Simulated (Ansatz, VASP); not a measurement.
## TePb in VASP and in Ansatz

```xyz
2
Lattice="0.0000 3.2678 3.2678 3.2678 0.0000 3.2678 3.2678 3.2678 0.0000" Properties=species:S:1:pos:R:3 pbc="T T T"
Pb    0.0000    0.0000    0.0000
Te    3.2678    3.2678    3.2678
```

Alike in both runs: task single point; functional PBE; k mesh 6 × 6 × 6; no spin polarisation.

|  | VASP | Ansatz |
| --- | --- | --- |
| version | VASP 6.6.1 | Ansatz 0.2.0 |
| potentials or method | VASP PAW PBE potentials, release 64 (Pb_d, Te) | plane waves, PAW |
| plane-wave cutoff (eV) | 520 | 420 |
| occupations | gaussian, width 0.01 eV | fixed |
| valence electrons in the cell | 20 | 30 |

|  | VASP | Ansatz | Ansatz less VASP |
| --- | --- | --- | --- |
| gap on the k mesh at the Fermi level (eV) | 0.80 | 0.80 | -0.004 |
| pressure (GPa) | 0.6 | 0.6 | +0.04 |

VASP's potentials hold 20 valence electrons a cell and Ansatz's 30, so a difference there can come from the potentials and not from the codes.

Neither program's run includes spin-orbit coupling.
